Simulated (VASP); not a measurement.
A run of VASP 6.6.1 is set up as follows.

The input INCAR:

```
PREC = Accurate
ENCUT = 600
EDIFF = 1E-6
ISMEAR = 0
SIGMA = 0.1
LREAL = False
LASPH = True
NELM = 120
ALGO = Normal
ISIF = 2
LWAVE = False
LCHARG = True
GGA = CA
LELF = True
LVHAR = True
NBANDS = 34
GGA_COMPAT = False
```

File KPOINTS:

```
regular mesh
0
Gamma
  12 12 6
```

File POSCAR:

```
HfSc2O3
1.0
    3.0980030549      0.0000000000      0.0000000000
   -1.5490015274      2.6829493466      0.0000000000
    0.0000000000      0.0000000000      8.2762064423
Hf Sc O
1 2 3
Direct
    0.0000000000      0.0000000000      0.0000000000
    0.3333333333      0.6666666667      0.6576910598
    0.6666666667      0.3333333333      0.3423089402
    0.3333333333      0.6666666667      0.1878307877
    0.6666666667      0.3333333333      0.8121692123
    0.0000000000      0.0000000000      0.5000000000
```

Potentials or basis: VASP PAW LDA potentials, release 64 (Hf_pv, Sc_sv, O).

Launch:

```console
$ cat potpaw_LDA.64/Hf_pv/POTCAR potpaw_LDA.64/Sc_sv/POTCAR potpaw_LDA.64/O/POTCAR > POTCAR
$ mpirun -np 1 vasp_std > vasp.out
```

Estimate the band gap on the k mesh.

zero (bands 25 and 26 overlap by 0.82 eV).

Estimate the pressure.

-13.6 GPa.

What does it give for the largest force?

0.306 eV/Å.

Forces in eV/Å, atoms in the order of the input:
```
Hf   0.000  0.000  0.000
Sc   0.000  0.000 -0.008
Sc   0.000  0.000  0.008
O    0.000  0.000 -0.306
O    0.000  0.000  0.306
O    0.000  0.000  0.000
```

Caveat: the cell stands under tension; spin-orbit coupling is left out, which moves the levels of the heavy elements.
